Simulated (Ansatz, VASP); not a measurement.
# Two plane-wave programs on NbN

Contents of INCAR:

```
SYSTEM = NbN
  PREC = Accurate
  ENCUT = 520
  EDIFF = 1E-6
  ISMEAR = 0
  SIGMA = 0.05
  LREAL = .FALSE.
  LASPH = .TRUE.
  NELM = 150
  ALGO = Normal
  ISIF = 2
  LWAVE = .FALSE.
  LCHARG = .FALSE.
  ISPIN = 2
  MAGMOM = 1.2 1.2 0.4 0.4
  LORBIT = 11
  LMAXMIX = 4
  GGA = PE
  IBRION = 2
  NSW = 60
  EDIFFG = -0.03
```

Contents of KPOINTS:

```
Automatic mesh
0
G
  1 1 1
  0 0 0
```

File POSCAR:

```
NbN
1.0
   10.7000000000      0.0000000000      0.0000000000
    0.0000000000     11.0000000000      0.0000000000
    0.0000000000      0.0000000000      9.1000000000
Nb N
2 2
Direct
    0.3964198450      0.3914006633      0.4964617855
    0.5878876337      0.6191475546      0.5163076886
    0.6082036989      0.4068778059      0.5180533348
    0.4059396396      0.6089441359      0.5004384843
```

Input for Ansatz:

```yaml
crystal:
  lattice:
    - [10.7, 0.0, 0.0]
    - [0.0, 11.0, 0.0]
    - [0.0, 0.0, 9.1]
  atoms:
    - { symbol: Nb, position: [0.396419845, 0.3914006633, 0.4964617855], spin: 1.2 }
    - { symbol: "N", position: [0.6082036989, 0.4068778059, 0.5180533348], spin: 0.4 }
    - { symbol: Nb, position: [0.5878876337, 0.6191475546, 0.5163076886], spin: 1.2 }
    - { symbol: "N", position: [0.4059396396, 0.6089441359, 0.5004384843], spin: 0.4 }
basis:
  ecutwfc: 420
kpoints:
  mp_grid: { grid: [1, 1, 1] }
hamiltonian:
  xc: pbe
scf:
  occupations: { method: gaussian, width: 0.05 }
output:
  forces: true
  eigenvalues: true
  populations: true
  write_density: true
  write_potential: true
  elf: true
  volumetric_format: npy
magnetization:
  spin_polarized: true
relax:
  adjacent_minimum: "off"
  f_tol: 0.03
  max_steps: 40
```

Alike in both runs: task relaxation of the atoms; functional PBE; k mesh 1 × 1 × 1; occupations gaussian, width 0.05 eV; collinear spin.

```csv
,VASP,Ansatz
version,VASP 6.6.1,Ansatz 0.2.0
potentials or method,"VASP PAW PBE potentials, release 64 (Nb_sv, N), cutoff 520 eV","scalar-relativistic, plane waves, PAW"
valence electrons in the cell,36,36
```

Ansatz gave:

```
gap on the k mesh at the Fermi level, each at its own relaxed structure (eV) : 0.55
net moment per atom (μB)                                                     : 1.00
size of the moment on the site where the two differ most (μB)                : 0.61
```

Which values does VASP return?

gap on the k mesh at the Fermi level, each at its own relaxed structure (eV): 0.55; net moment per atom (μB): 1.00; size of the moment on the site where the two differ most (μB): 1.29.

Site moments also hang on the region over which each program counts them. Ansatz's warnings: seeded moment not kept, xc potential rough in thin density.
